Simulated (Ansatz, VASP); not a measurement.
MgS: VASP beside Ansatz

```xyz
2
Lattice="0.0000 2.5908 2.5518 2.5908 0.0000 2.5518 2.5908 2.5908 0.0000" Properties=species:S:1:pos:R:3 pbc="T T T"
Mg    0.0000    0.0000    0.0000
S     2.5908    2.5908    2.5518
```

Change from the starting cell: strained cell.

Alike in both runs: functional LDA; k mesh 6 × 6 × 6; occupations gaussian, width 0.02 eV; no spin polarisation.

Ansatz relaxed the structure, and its values are those at the end. VASP's run is a single point on that final structure, the one shown.

```csv
,VASP,Ansatz
version,VASP 6.6.1,Ansatz 0.2.0
potentials or method,"VASP PAW LDA potentials, release 64 (Mg, S), cutoff 600 eV","scalar-relativistic, plane waves, PAW"
valence electrons in the cell,8,16
```

Ansatz gave:

```
gap on the k mesh at the Fermi level (eV) : 2.54
least direct gap on the mesh (eV)         : 3.68
pressure (GPa)                            : -1.1
```

Task: Estimate VASP's values.

Result: gap on the k mesh at the Fermi level (eV): 2.54; least direct gap on the mesh (eV): 3.69; pressure (GPa): -1.7.

Ansatz warns that its potentials were made for another functional, while VASP's fit it. LDA's correlation is that of Perdew and Zunger in VASP and of Perdew and Wang (1992) in Ansatz. VASP's potentials hold 8 valence electrons a cell and Ansatz's 16, so a difference there can come from the potentials and not from the codes. Ansatz's warnings: stress scf threshold loose.
